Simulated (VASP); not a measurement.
## LiF: single point with LDA

The system is LiF.

```
Li F
1.0
     2.99742    0.00000    0.00000
    -1.49871    2.59584    0.00000
     0.00000    0.00000    4.60878
Li F
2 2
Direct
  0.33333 0.66667 0.38398
  0.66667 0.33333 0.88398
  0.33333 0.66667 0.99102
  0.66667 0.33333 0.49102
```

```json
{"Program": "VASP 6.6.1", "Task": "single point", "Functional": "LDA", "Potentials or basis": "VASP PAW LDA potentials, release 64 (Li_sv, F)", "Cutoff": "520 eV", "k mesh": "9 × 9 × 6", "Occupations": "gaussian, width 0.05 eV", "Spin": "no spin polarisation"}
```

```
Largest force          : 0.011 eV/Å
Band gap on the k mesh : 8.00 eV
```

Forces in eV/Å, atoms in the order of the input:
```
Li   0.000  0.000  0.011
Li   0.000  0.000  0.011
F    0.000  0.000 -0.011
F    0.000  0.000 -0.011
```

Levels at points of the mesh, in eV from the valence-band top:
```tsv
k point	band 7	band 8	band 9	band 10	band 11	band 12	band 13	band 14
(0.00, 0.00, 0.00)	-0.66	-0.25	-0.25	0.00	8.00	12.45	16.02	18.64
(0.00, 0.00, 0.50)	-0.45	-0.45	-0.45	-0.45	9.79	9.79	18.18	18.18
```

Wall time 21 s on 1 thread of Intel(R) Xeon(R) Platinum 8175M CPU @ 2.50GHz (Skylake/Cascade Lake), on a shared host, peak memory 0.14 GiB.

 A k mesh can miss the band edges.
